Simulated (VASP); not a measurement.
Set up this calculation in VASP 6.6.1, as the native input.

* Task: single point
* Functional: PBE
* Potentials or basis: VASP PAW PBE potentials, release 64 (Ga_d, Sb)
* Cutoff: 500 eV
* k mesh: 3 × 3 × 3
* Occupations: fermi-dirac, width 0.05 eV
* Spin: no spin polarisation
* Dipole correction: no
* Further INCAR settings: ALGO = Normal; EDIFF = 1e-06; NBANDS = 16

The structure of GaSb lies in POSCAR:

```
GaSb
1.0
    0.0000000000      3.0590000000      3.0590000000
    3.0590000000      0.0000000000      3.0590000000
    3.0590000000      3.0590000000      0.0000000000
Ga Sb
1 1
Direct
    0.0000000000      0.0000000000      0.0000000000
    0.2500000000      0.2500000000      0.2500000000
```

The input as run:

INCAR

```
PREC = Accurate
ENCUT = 500
EDIFF = 1E-6
ISMEAR = -1
SIGMA = 0.05
LREAL = F
LASPH = T
NELM = 120
ALGO = Normal
ISIF = 2
LWAVE = F
LCHARG = F
GGA = PE
NBANDS = 16
GGA_COMPAT = F
```

KPOINTS

```
Automatic mesh
0
Gamma
  3 3 3
```

Potentials or basis: VASP PAW PBE potentials, release 64 (Ga_d, Sb).

Launch:

```sh
$ cat potpaw_PBE.64/Ga_d/POTCAR potpaw_PBE.64/Sb/POTCAR > POTCAR
$ mpirun -np 1 vasp_std > vasp.out
```

It gave:

```json
{
  "Pressure": "4.3 GPa"
}
```

Caveat: the k points lie up to 0.59 Å⁻¹ apart.

It took 7 s on 1 thread of AMD EPYC 7R43 64-Core Processor (Zen 3) (shared host), peak memory 0.13 GiB.
